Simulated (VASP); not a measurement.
# Al2Au (Fm-3m) in VASP: a series of runs, part 3 of 3

VASP 6.6.1. The steps go on from the part before.

## (4) Vibrations by perturbation theory, PBEsol

This run uses another cell than the first one, of 18.01 Å³/atom, 1.015 times its volume.

Contents of INCAR:

```
ALGO = Normal
EDIFF = 1E-8
ENCUT = 520
GGA = PS
IBRION = 8
ISIF = 2
ISMEAR = -1
LASPH = True
LCHARG = False
LREAL = False
LWAVE = False
NELM = 60
NSW = 1
PREC = Accurate
SIGMA = 0.05
```

Contents of KPOINTS:

```
k-points
0
Gamma
  8 8 8
```

Contents of POSCAR:

```
Al2Au
1.0
    0.0000000000      3.0006507412      3.0006507412
    3.0006507412      0.0000000000      3.0006507412
    3.0006507412      3.0006507412      0.0000000000
Al Au
2 1
Direct
    0.2500000000      0.2500000000      0.2500000000
    0.7500000000      0.7500000000      0.7500000000
    0.0000000000      0.0000000000      0.0000000000
```

Potentials or basis: VASP PAW PBE potentials, release 64 (Al, Au).

Command:

```
$ cat potpaw_PBE.64/Al/POTCAR potpaw_PBE.64/Au/POTCAR > POTCAR
$ mpirun -np 1 vasp_std > vasp.out
```

OUTCAR:

```text
EDIFF = 1E-8
   ENCUT = 520
   GGA = PS
   IBRION = 8
   ISIF = 2
   ISMEAR = -1
   LASPH = True
   LREAL = False
   NELM = 60
   NSW = 1
   PREC = Accurate

 ion  position               nearest neighbor table
   1  0.250  0.250  0.250-   3 2.60   3 2.60   3 2.60   3 2.60   2 3.00   2 3.00   2 3.00   2 3.00
                             2 3.00   2 3.00
   2  0.750  0.750  0.750-   3 2.60   3 2.60   3 2.60   3 2.60   1 3.00   1 3.00   1 3.00   1 3.00
                             1 3.00   1 3.00
   3  0.000  0.000  0.000-   1 2.60   2 2.60   2 2.60   2 2.60   2 2.60   1 2.60   1 2.60   1 2.60

  LATTYP: Found a face centered cubic cell.
 ALAT       =     6.0013014824

  Lattice vectors:

 A1 = (   0.0000000000,   3.0006507412,   3.0006507412)
 A2 = (   3.0006507412,   0.0000000000,   3.0006507412)
 A3 = (   3.0006507412,   3.0006507412,   0.0000000000)

Analysis of symmetry for initial positions (statically):
=====================================================================
 Subroutine PRICEL returns:
 Original cell was already a primitive cell.

 Routine SETGRP: Setting up the symmetry group for a
 face centered cubic supercell.

 Subroutine GETGRP returns: Found 48 space group operations
 (whereof 48 operations were pure point group operations)
 out of a pool of 48 trial point group operations.

The static configuration has the point symmetry O_h .

Analysis of symmetry for dynamics (positions and initial velocities):
=====================================================================
 Subroutine PRICEL returns:
[... 558 lines left out ...]
  free  energy   TOTEN  =       -13.4873642929 eV

  energy  without entropy=      -13.4787921443  energy(sigma->0) =      -13.48307822

[... ionic steps 2 to 9 ...]

--------------------------------------- Ionic step       10  -------------------------------------------

 Free energy of the ion-electron system (eV)
  ---------------------------------------------------
  ---------------------------------------------------
  free energy    TOTEN  =        -0.28688900 eV

  energy without entropy =       -0.28688900

------------------------ aborting loop because EDIFF is reached ----------------------------------------

 INTERNAL STRAIN TENSOR  FOR ION    3  DIRECTION 1   (eV/Angst):
 -----------------------------------------------------------------------------
     0.11104  0.00000  0.00000
     0.00000 -0.05397 -0.00000
     0.00000 -0.00000 -0.05397

 INTERNAL STRAIN TENSOR FOR ION    3 for displacements in x,y,z  (eV/Angst):
          X           Y           Z          XY          YZ          ZX
  --------------------------------------------------------------------------------
  x     0.00000     0.00000     0.00000     0.00000     0.00000     0.00000
  y     0.00000     0.00000     0.00000     0.00000     0.00000     0.00000
  z     0.00000     0.00000     0.00000     0.00000     0.00000     0.00000

 SECOND DERIVATIVES (NOT SYMMETRIZED)
 ------------------------------------
               1X          1Y          1Z          2X          2Y          2Z          3X          3Y          3Z
  1X    -5.215821    0.000000    0.000000    1.105167    0.000000    0.000000    4.110655    0.000000    0.000000
  1Y     0.000000   -5.215821    0.000000    0.000000    1.105167    0.000000    0.000000    4.110655    0.000000
  1Z     0.000000    0.000000   -5.215821    0.000000    0.000000    1.105167    0.000000    0.000000    4.110655
  2X     1.105167    0.000000    0.000000   -5.215821    0.000000    0.000000    4.110655    0.000000    0.000000
  2Y     0.000000    1.105167    0.000000    0.000000   -5.215821    0.000000    0.000000    4.110655    0.000000
  2Z     0.000000    0.000000    1.105167    0.000000    0.000000   -5.215821    0.000000    0.000000    4.110655
  3X     4.065164    0.000000    0.000000    4.065164    0.000000    0.000000   -8.130327    0.000000    0.000000
  3Y     0.000000    4.065164    0.000000    0.000000    4.065164    0.000000    0.000000   -8.130327    0.000000
  3Z     0.000000    0.000000    4.065164    0.000000    0.000000    4.065164    0.000000    0.000000   -8.130327

 Eigenvectors and eigenvalues of the dynamical matrix
 ----------------------------------------------------

   1 f  =    7.566834 THz    47.543819 2PiTHz  252.402406 cm-1    31.293896 meV
             X         Y         Z           dx          dy          dz
      1.500325  1.500325  1.500325    -0.034405    0.694443   -0.128706
      4.500976  4.500976  4.500976     0.034405   -0.694443    0.128706
      0.000000  0.000000  0.000000    -0.000000   -0.000000    0.000000
[... 43 lines left out ...]
   9 f/i=    0.015676 THz     0.098498 2PiTHz    0.522908 cm-1     0.064832 meV
             X         Y         Z           dx          dy          dz
      1.500325  1.500325  1.500325     0.307229    0.064493    0.089671
      4.500976  4.500976  4.500976     0.307229    0.064493    0.089671
      0.000000  0.000000  0.000000     0.834722    0.175224    0.243630

--------------------------------------------------------------------------------------------------------

 ELASTIC MODULI CONTR FROM IONIC RELAXATION (kBar)
 Direction    XX          YY          ZZ          XY          YZ          ZX
 --------------------------------------------------------------------------------
 XX           0.0000      0.0000      0.0000      0.0000      0.0000      0.0000
 YY           0.0000      0.0000      0.0000      0.0000      0.0000      0.0000
 ZZ           0.0000      0.0000      0.0000      0.0000      0.0000      0.0000
 XY           0.0000      0.0000      0.0000   -408.9594      0.0000     -0.0000
 YZ           0.0000      0.0000      0.0000      0.0000   -408.9594     -0.0000
 ZX           0.0000      0.0000      0.0000     -0.0000     -0.0000   -408.9594
 --------------------------------------------------------------------------------
```

OSZICAR:

```text
N       E                     dE             d eps       ncg     rms          rms(c)
DAV:   1     0.601037328286E+02    0.60104E+02   -0.69996E+03   704   0.116E+03
DAV:   2    -0.128693600782E+02   -0.72973E+02   -0.67512E+02   808   0.208E+02
[... 42 lines left out ...]
RMM:   9    -0.286888664576E+00   -0.15912E-05    0.15097E-09  2416   0.465E-04    0.437E-05
RMM:  10    -0.286888893721E+00   -0.22914E-06    0.10576E-08  2469   0.873E-05    0.176E-05
RMM:  11    -0.286888931558E+00   -0.37837E-07   -0.53312E-09  2401   0.527E-05    0.302E-06
RMM:  12    -0.286889023056E+00   -0.91498E-07   -0.17298E-08  2563   0.189E-05    0.200E-06
RMM:  13    -0.286889002242E+00    0.20814E-07   -0.35887E-10  2024   0.785E-06    0.745E-07
RMM:  14    -0.286889003856E+00   -0.16138E-08   -0.70975E-10  1969   0.661E-06    0.132E-07
 Linear response finished
```

stdout:

```text
POSCAR found type information on POSCAR AlAu
 POSCAR found :  2 types and       3 ions
 scaLAPACK will be used
 -----------------------------------------------------------------------------
|                                                                             |
|                                                                             |
|     You enforced a specific xc type in the INCAR file but a different       |
|     I HOPE YOU KNOW WHAT YOU ARE DOING!                                     |
|                                                                             |
 -----------------------------------------------------------------------------

 LDA part: xc-table for (Slater+PW92), standard interpolation
 POSCAR, INCAR and KPOINTS ok, starting setup
 FFT: planning ... GRIDC
 FFT: planning ... GRID_SOFT
 FFT: planning ... GRID
 WAVECAR not read
 entering main loop
 Linear response reoptimize wavefunctions to high precision
 Linear response DOF=           2
 Linear response progress:
 first order change of Fermi-energy   0.94487E-05
 force on displaced ion       1 direction 1 :  -5.216  -0.000  -0.000
 Linear response progress:
 first order change of Fermi-energy   0.76307E-04
 force on displaced ion       3 direction 1 :  -8.130   0.000   0.000
 Linear response finished
```

Wall time 57 s (1 thread of Intel Xeon 6975P-C (Granite Rapids), shared host); peak memory 0.3 GiB.

Results:

```yaml
Highest_phonon_frequency_at_Γ_LO-TO_splitting_left_out: 252 cm⁻¹
```

Phonon frequencies in cm⁻¹ (negative: imaginary):
```tsv
q point	frequencies
(0.000, 0.000, 0.000)	-1 -1 -1 229 229 229 252 252 252
```

Caveat: the PAW data sets were made with another functional, which shifts forces and pressure a little; spin-orbit coupling is left out, which moves the levels of the heavy elements.

## (5) Vibrations by perturbation theory, PBEsol (volume scaled by 1.015)

Contents of INCAR:

```
  ALGO = Normal
  EDIFF = 1E-8
  ENCUT = 520
  GGA = PS
  IBRION = 8
  ISIF = 2
  ISMEAR = -1
  LASPH = T
  LCHARG = T
  LREAL = F
  LWAVE = F
  NELM = 100
  NSW = 1
  PREC = Accurate
  SIGMA = 0.05
```

KPOINTS is that of step 4.

Contents of POSCAR:

```
Al2Au
1.0
    0.0000000000      3.0155795976      3.0155795976
    3.0155795976      0.0000000000      3.0155795976
    3.0155795976      3.0155795976      0.0000000000
Al Au
2 1
Direct
    0.2500000000      0.2500000000      0.2500000000
    0.7500000000      0.7500000000      0.7500000000
    0.0000000000      0.0000000000      0.0000000000
```

Potentials or basis: VASP PAW PBE potentials, release 64 (Al, Au).

Command:

```
$ cat potpaw_PBE.64/Al/POTCAR potpaw_PBE.64/Au/POTCAR > POTCAR
$ mpirun -np 1 vasp_std > vasp.out
```

OUTCAR:

```text
EDIFF = 1E-8
   ENCUT = 520
   GGA = PS
   IBRION = 8
   ISIF = 2
   ISMEAR = -1
   LASPH = T
   LREAL = F
   NELM = 100
   NSW = 1
   PREC = Accurate

 ion  position               nearest neighbor table
   1  0.250  0.250  0.250-   3 2.61   3 2.61   3 2.61   3 2.61   2 3.02   2 3.02   2 3.02   2 3.02
                             2 3.02   2 3.02
   2  0.750  0.750  0.750-   3 2.61   3 2.61   3 2.61   3 2.61   1 3.02   1 3.02   1 3.02   1 3.02
                             1 3.02   1 3.02
   3  0.000  0.000  0.000-   2 2.61   2 2.61   2 2.61   1 2.61   1 2.61   1 2.61   2 2.61   1 2.61

  LATTYP: Found a face centered cubic cell.
 ALAT       =     6.0311591952

  Lattice vectors:
[... 620 lines left out ...]
  3Y     0.000000    3.816846    0.000000    0.000000    3.816846    0.000000    0.000000   -7.633693    0.000000
  3Z     0.000000    0.000000    3.816846    0.000000    0.000000    3.816846    0.000000    0.000000   -7.633693

 Eigenvectors and eigenvalues of the dynamical matrix
 ----------------------------------------------------

   1 f  =    7.254596 THz    45.581973 2PiTHz  241.987285 cm-1    30.002586 meV
             X         Y         Z           dx          dy          dz
      1.507790  1.507790  1.507790     0.659591    0.223242   -0.122891
      4.523369  4.523369  4.523369    -0.659591   -0.223242    0.122891
      0.000000  0.000000  0.000000     0.000000    0.000000    0.000000
[... 43 lines left out ...]
   9 f/i=    0.019919 THz     0.125154 2PiTHz    0.664420 cm-1     0.082378 meV
             X         Y         Z           dx          dy          dz
      1.507790  1.507790  1.507790    -0.012929    0.174493   -0.275112
      4.523369  4.523369  4.523369    -0.012929    0.174493   -0.275112
      0.000000  0.000000  0.000000    -0.035188    0.474903   -0.748750

--------------------------------------------------------------------------------------------------------

 ELASTIC MODULI CONTR FROM IONIC RELAXATION (kBar)
 Direction    XX          YY          ZZ          XY          YZ          ZX
 --------------------------------------------------------------------------------
 XX          -0.0000     -0.0000     -0.0000     -0.0000     -0.0000      0.0000
 YY          -0.0000     -0.0000     -0.0000     -0.0000     -0.0000     -0.0000
 ZZ          -0.0000     -0.0000     -0.0000      0.0000     -0.0000      0.0000
 XY          -0.0000     -0.0000      0.0000   -373.0957     -0.0000     -0.0000
 YZ          -0.0000     -0.0000     -0.0000     -0.0000   -373.0957      0.0000
 ZX           0.0000     -0.0000      0.0000     -0.0000      0.0000   -373.0957
 --------------------------------------------------------------------------------
```

stdout:

```text
POSCAR found type information on POSCAR AlAu
 POSCAR found :  2 types and       3 ions
 scaLAPACK will be used
 -----------------------------------------------------------------------------
|                                                                             |
|                                                                             |
|     You enforced a specific xc type in the INCAR file but a different       |
|     I HOPE YOU KNOW WHAT YOU ARE DOING!                                     |
|                                                                             |
 -----------------------------------------------------------------------------

 LDA part: xc-table for (Slater+PW92), standard interpolation
 POSCAR, INCAR and KPOINTS ok, starting setup
 FFT: planning ... GRIDC
 FFT: planning ... GRID_SOFT
 FFT: planning ... GRID
 WAVECAR not read
 entering main loop
 Linear response reoptimize wavefunctions to high precision
 Linear response DOF=           2
 Linear response progress:
 first order change of Fermi-energy   0.92482E-05
 force on displaced ion       1 direction 1 :  -4.842  -0.000  -0.000
 Linear response progress:
 first order change of Fermi-energy   0.78955E-04
 force on displaced ion       3 direction 1 :  -7.634   0.000   0.000
 Linear response finished
```

Run time: 59 s. Hardware: 1 thread of Intel Xeon 6975P-C (Granite Rapids), shared host; peak memory 0.3 GiB.

Results:

- Highest phonon frequency at Γ, LO-TO splitting left out: 242 cm⁻¹

Phonon frequencies in cm⁻¹ (negative: imaginary):
```
              q point                       frequencies
(0.000, 0.000, 0.000)  -1 -1 -1 223 223 223 242 242 242
```

Caveat: the cell differs from its parent crystal (volume scaled by 1.015); the cell wasn't relaxed at this level first, which shifts response properties; the PAW data sets were made with another functional, which shifts forces and pressure a little; spin-orbit coupling is left out, which moves the levels of the heavy elements.
